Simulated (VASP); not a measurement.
# CaO (gw) (Immm) in VASP: single point with PBEsol

Aim: the single point of CaO (gw) with PBEsol.

Everything below comes from runs of VASP 6.6.1. Logs are shortened: lines on timing, memory, paths and dates and some standing lists are left out, and cuts for length are marked.

## 1. The cell of the first run

Symmetry: Immm, No. 71, orthorhombic system. Conventional cell: a = 3.352 Å, b = 3.404 Å, c = 4.814 Å, α = 90.00°, β = 90.00°, γ = 90.00°. Within 3.2 Å of Ca (site symmetry mmm) lie 6 O at 2.39 to 2.41 Å. Within 3.2 Å of O (site symmetry mmm) lie 6 Ca at 2.39 to 2.41 Å.

## 2. Single point, PBEsol

INCAR

```
SYSTEM = CaO
PREC = Accurate
ENCUT = 600
EDIFF = 1E-6
ISMEAR = 0
SIGMA = 0.01
LREAL = .FALSE.
LASPH = .TRUE.
NELM = 120
ALGO = Normal
ISIF = 2
LWAVE = .FALSE.
LCHARG = .TRUE.
GGA = PS
LELF = .TRUE.
LVHAR = .TRUE.
NBANDS = 15
GGA_COMPAT = .FALSE.
```

KPOINTS

```
Automatic mesh
0
G
  4 4 4
  0 0 0
```

POSCAR

```
CaO
1.0
   -0.0184601066      2.3887322234      2.4071923300
    2.3887322234     -0.0184601066      2.4071923300
    2.3702721168      2.3702721168      0.0000000000
Ca O
1 1
Direct
    0.0000000000      0.0000000000      0.0000000000
    0.5000000000      0.5000000000      0.5000000000
```

Potentials or basis: VASP PAW PBE potentials, release 64 (Ca_sv, O).

Command:

```console
$ cat potpaw_PBE.64/Ca_sv/POTCAR potpaw_PBE.64/O/POTCAR > POTCAR
$ mpirun -np 1 vasp_std > vasp.out
```

OUTCAR:

```text
SYSTEM = CaO
   PREC = Accurate
   ENCUT = 600
   EDIFF = 1E-6
   ISMEAR = 0
   LREAL = .FALSE.
   LASPH = .TRUE.
   NELM = 120
   ISIF = 2
   GGA = PS

 ion  position               nearest neighbor table
   1  0.000  0.000  0.000-   2 2.39   2 2.39   2 2.39   2 2.39   2 2.41   2 2.41
   2  0.500  0.500  0.500-   1 2.39   1 2.39   1 2.39   1 2.39   1 2.41   1 2.41

  LATTYP: Found a body centered orthorhombic cell.
 ALAT       =     3.3520709741
 B/A-ratio  =     1.0155763606
 C/A-ratio  =     1.4362418628

  Lattice vectors:

 A1 = (   0.0184601066,  -2.3887322234,  -2.4071923300)
 A2 = (  -0.0184601066,   2.3887322234,  -2.4071923300)
 A3 = (   2.3887322234,  -0.0184601066,   2.4071923300)

Analysis of symmetry for initial positions (statically):
=====================================================================
 Subroutine PRICEL returns:
 Original cell was already a primitive cell.

 Routine SETGRP: Setting up the symmetry group for a
 body centered orthorhombic supercell.

 Subroutine GETGRP returns: Found  8 space group operations
 (whereof  8 operations were pure point group operations)
 out of a pool of  8 trial point group operations.

The static configuration has the point symmetry D_2h.

Analysis of symmetry for dynamics (positions and initial velocities):
=====================================================================
 Subroutine PRICEL returns:
 Original cell was already a primitive cell.

 Routine SETGRP: Setting up the symmetry group for a
 body centered orthorhombic supercell.

 Subroutine GETGRP returns: Found  8 space group operations
 (whereof  8 operations were pure point group operations)
 out of a pool of  8 trial point group operations.

The dynamic configuration has the point symmetry D_2h.

 Subroutine INISYM returns: Found  8 space group operations
 (whereof  8 operations are pure point group operations),
 and found     1 'primitive' translations

----------------------------------------------------------------------------------------

                                     Primitive cell

  volume of cell :      27.4694

  direct lattice vectors                    reciprocal lattice vectors
    -0.018460107  2.388732223  2.407192330    -0.207710865  0.207710865  0.207710865
     2.388732223 -0.018460107  2.407192330     0.207710865 -0.207710865  0.207710865
     2.370272117  2.370272117  0.000000000     0.210946244  0.210946244 -0.207710865

  length of vectors
     3.391306138  3.391306138  3.352070974     0.359765771  0.359765771  0.363511264

  position of ions in fractional coordinates (direct lattice)
     0.000000000  0.000000000  0.000000000
     0.500000000  0.500000000  0.500000000

  ion indices of the primitive-cell ions
   primitive index   ion index
                 1           1
                 2           2

----------------------------------------------------------------------------------------

 KPOINTS: Automatic mesh

Automatic generation of k-mesh.
 Grid dimensions read from file:
 generate k-points for:    4    4    4

 Generating k-lattice:

  Cartesian coordinates                     Fractional coordinates (reciprocal lattice)
    -0.051927716  0.051927716  0.051927716     0.250000000  0.000000000  0.000000000
     0.051927716 -0.051927716  0.051927716     0.000000000  0.250000000  0.000000000
     0.052736561  0.052736561 -0.051927716     0.000000000  0.000000000  0.250000000

  Length of vectors
     0.089941443  0.089941443  0.090877816

  Shift w.r.t. Gamma in fractional coordinates (k-lattice)
     0.000000000  0.000000000  0.000000000

 Subroutine IBZKPT returns following result:
 ===========================================

 Found     18 irreducible k-points:

 Following reciprocal coordinates:
            Coordinates               Weight
  0.000000  0.000000  0.000000      1.000000
  0.250000  0.000000  0.000000      4.000000
  0.500000  0.000000  0.000000      2.000000
  0.250000  0.250000  0.000000      2.000000
  0.500000  0.250000  0.000000      4.000000
 -0.250000  0.250000  0.000000      2.000000
[... 10 lines left out ...]
  0.250000  0.250000  0.500000      2.000000
 -0.250000  0.250000  0.500000      2.000000
   k-points           NKPTS =     18   k-points in BZ     NKDIM =     18   number of bands    NBANDS=     15
   number of dos      NEDOS =    301   number of ions     NIONS =      2
   total plane-waves  NPLWV =  21952
   dimension x,y,z NGX =    28 NGY =   28 NGZ =   28
   dimension x,y,z NGXF=    56 NGYF=   56 NGZF=   56
   ions per type =               1   1
   NGX,Y,Z   is equivalent  to a cutoff of  13.73, 13.73, 13.89 a.u.
   NGXF,Y,Z  is equivalent  to a cutoff of  27.45, 27.45, 27.77 a.u.
 SYSTEM =  CaO
   PREC   = accura    normal or accurate (medium, high low for compatibility)
   ISTART =      0    job   : 0-new  1-cont  2-samecut
   ICHARG =      2    charge: 1-file 2-atom 10-const
   ISPIN  =      1    spin polarized calculation?
   LNONCOLLINEAR =      F non collinear calculations
   LSORBIT =      F    spin-orbit coupling
   LASPH  =      T    aspherical Exc in radial PAW
   ENCUT  =  600.0 eV  44.10 Ry    6.64 a.u.   6.77  6.77  6.69*2*pi/ulx,y,z
   NELM   =    120;   NELMIN=  2; NELMDL= -5     # of ELM steps
   EDIFF  = 0.1E-05   stopping-criterion for ELM
   LREAL  =      F    real-space projection
   EDIFFG = 0.1E-04   stopping-criterion for IOM
   NSW    =      0    number of steps for IOM
   IBRION =     -1    ionic relax: 0-MD 1-quasi-New 2-CG
   NFREE  =      0    steps in history (QN), initial steepest desc. (CG)
   ISIF   =      2    stress and relaxation
   ISYM   =      2    0-nonsym 1-usesym 2-fastsym
   POTIM  = 0.5000    time-step for ionic-motion
   TEBEG  =    0.0;   TEEND  =   0.0 temperature during run
   PSTRESS=    0.0 pullay stress
   NELECT =      16.0000    total number of electrons
   NUPDOWN=      -1.0000    fix difference up-down
   EMIN   =  10.00;   EMAX   =-10.00  energy-range for DOS
   EFERMI =   0.00;   METHOD = LEGACY
   ISMEAR =     0;   SIGMA  =   0.01  broadening in eV -4-tet -1-fermi 0-gaus
   EFERMI_NEDOS =   21; number of points for ismear=-14 and -15
   IALGO  =     38    algorithm
   IMIX   =      4    mixing-type and parameters
     AMIX     =   0.40;   BMIX     =  1.00
     AMIX_MAG =   1.60;   BMIX_MAG =  1.00
  volume/ion in A,a.u.               =      13.73        92.69
  Fermi-wavevector in a.u.,A,eV,Ry     =   1.367198  2.583630 25.432441  1.869232
  Thomas-Fermi vector in A             =   2.493272
   LORBIT       =      0    0 simple, 1 ext, 2 COOP (PROOUT), +10 PAW based schemes
   GGA     = PS    functional components
   LHFCALC =     F    Hartree Fock is set to
   AEXX    =    0.0000 exact exchange contribution
   IVDW    =     0    specifies the selected vdW correction
   LEPSILON=     F    determine dielectric tensor
   LRPA    =     F    only Hartree local field effects (RPA)
 non-spin polarized calculation
 Gauss-broadening in eV      SIGMA  =   0.01
  energy-cutoff  :      600.00
  volume of cell :       27.47
 maximum number of plane-waves:       934
   NGX = 13   NGY = 13   NGZ = 13

 number of electron      15.9999997 magnetization

 Free energy of the ion-electron system (eV)
  ---------------------------------------------------
  ext. energy  EPLUGINS =         0.00000000
  ---------------------------------------------------
  free energy    TOTEN  =       -13.40628093 eV

  energy without entropy =      -13.40628093  energy(sigma->0) =      -13.40628093

 E-fermi :   2.3610     XC(G=0): -10.7867

 val. band max:        2.2957391034   @ k =   0.0000   0.0000   0.0000
 cond. band min:       5.7753146145   @ k =   0.5000   0.0000   0.5000
 fundamental gap:      3.4795755112
 Fermi energy:         2.3609573179

 k-point     1 :       0.0000    0.0000    0.0000
  band No.  band energies     occupation
      1     -35.0932      2.00000
      2     -15.9296      2.00000
      3     -15.9263      2.00000
      4     -15.9229      2.00000
      5     -13.2032      2.00000
      6       2.2430      2.00000
      7       2.2483      2.00000
      8       2.2957      2.00000
      9       6.8994      0.00000
     10       8.4083      0.00000
     11       8.4345      0.00000
     12       8.5705      0.00000
     13       9.9945      0.00000
     14      10.0628      0.00000
     15      17.1520      0.00000

 k-point     2 :       0.2500    0.0000    0.0000
  band No.  band energies     occupation
      1     -35.0389      2.00000
      2     -16.6168      2.00000
      3     -15.9562      2.00000
      4     -15.9500      2.00000
      5     -12.4735      2.00000
      6       0.6656      2.00000
      7       1.5686      2.00000
      8       1.6243      2.00000
      9       8.4755      0.00000
     10       9.0431      0.00000
     11       9.4117      0.00000
     12       9.5292      0.00000
     13      11.2792      0.00000
     14      11.3559      0.00000
     15      18.1492      0.00000

 k-point     3 :       0.5000    0.0000    0.0000
  band No.  band energies     occupation
      1     -34.9838      2.00000
      2     -17.1274      2.00000
      3     -15.9834      2.00000
      4     -15.9767      2.00000
      5     -11.9146      2.00000
      6      -0.4631      2.00000
      7       1.0171      2.00000
      8       1.0769      2.00000
      9       9.3010      0.00000
     10      10.6079      0.00000
     11      10.6702      0.00000
     12      10.7078      0.00000
     13      12.7689      0.00000
     14      12.8435      0.00000
     15      16.4783      0.00000
[... 235 lines left out ...]
 k-point    17 :       0.2500    0.2500    0.5000
  band No.  band energies     occupation
      1     -34.9791      2.00000
      2     -16.8350      2.00000
      3     -16.2107      2.00000
      4     -15.9789      2.00000
      5     -12.2088      2.00000
      6       0.1146      2.00000
      7       1.0605      2.00000
      8       1.3803      2.00000
      9       8.6898      0.00000
     10       9.5906      0.00000
     11      10.1330      0.00000
     12      10.7494      0.00000
     13      12.7245      0.00000
     14      13.3018      0.00000
     15      17.6242      0.00000

 k-point    18 :      -0.2500    0.2500    0.5000
  band No.  band energies     occupation
      1     -34.9455      2.00000
      2     -16.3997      2.00000
      3     -16.3813      2.00000
      4     -16.3554      2.00000
      5     -12.5529      2.00000
      6       0.9523      2.00000
      7       1.1784      2.00000
      8       1.2170      2.00000
      9       8.4825      0.00000
     10       8.5328      0.00000
     11      10.7603      0.00000
     12      11.9448      0.00000
     13      12.3294      0.00000
     14      16.1166      0.00000
     15      16.3832      0.00000

------------------------ aborting loop because EDIFF is reached ----------------------------------------

  FORCE on cell =-STRESS in cart. coord.  units (eV):
  Direction    XX          YY          ZZ          XY          YZ          ZX
  --------------------------------------------------------------------------------------
  -------------------------------------------------------------------------------------
  Total       -0.1026017     -0.1026017     -0.3176102      0.2058055      0.0000000      0.0000000
  in kB       -5.9843256     -5.9843256    -18.5248752     12.0037749      0.0000000      0.0000000
  external PRESSURE =     -10.1645088 kB  Pullay stress =       0.0000000 kB

 VOLUME and BASIS-vectors are now :
 -----------------------------------------------------------------------------
  energy-cutoff  :      600.00
  volume of cell :       27.47
      direct lattice vectors                 reciprocal lattice vectors
    -0.018460107  2.388732223  2.407192330    -0.207710865  0.207710865  0.207710865
     2.388732223 -0.018460107  2.407192330     0.207710865 -0.207710865  0.207710865
     2.370272117  2.370272117  0.000000000     0.210946244  0.210946244 -0.207710865

 POSITION                                       TOTAL-FORCE (eV/Angst)
 -----------------------------------------------------------------------------------
      0.00000      0.00000      0.00000         0.000000     -0.000000      0.000000
      2.37027      2.37027      2.40719         0.000000      0.000000     -0.000000
 -----------------------------------------------------------------------------------
    total drift:                                0.000000      0.000000      0.000000

  FREE ENERGIE OF THE ION-ELECTRON SYSTEM (eV)
  ---------------------------------------------------
  free  energy   TOTEN  =       -13.4062809295 eV

  energy  without entropy=      -13.4062809295  energy(sigma->0) =      -13.40628093
```

Run time: 9.9 s. Hardware: 1 thread of Intel Xeon Platinum 8488C (Sapphire Rapids), shared host; peak memory 0.15 GiB.

What came out:

```
Free energy            : -13.4063 eV
Pressure               : -1.0 GPa
Band gap on the k mesh : 3.48 eV, indirect (least direct gap 3.86 eV)
```

Levels at points of the mesh, in eV from the valence-band top:
| k point | band 5 | band 6 | band 7 | band 8 | band 9 | band 10 | band 11 | band 12 |
| --- | --- | --- | --- | --- | --- | --- | --- | --- |
| (0.00, 0.00, 0.00) | -15.50 | -0.05 | -0.05 | 0.00 | 4.60 | 6.11 | 6.14 | 6.27 |
| (0.50, 0.00, 0.00) | -14.21 | -2.76 | -1.28 | -1.22 | 7.01 | 8.31 | 8.37 | 8.41 |
| (0.50, 0.50, 0.00) | -15.25 | -1.38 | -0.43 | -0.36 | 3.50 | 8.07 | 8.94 | 9.61 |
| (0.00, 0.00, 0.50) | -14.22 | -2.75 | -1.33 | -1.27 | 7.04 | 8.36 | 8.37 | 8.48 |
| (0.50, 0.00, 0.50) | -15.25 | -1.34 | -0.43 | -0.41 | 3.48 | 8.08 | 8.94 | 9.59 |

Caveat: the k points lie up to 0.57 Å⁻¹ apart; the PAW data sets were made with another functional, which shifts forces and pressure a little. A k mesh can miss the band edges.
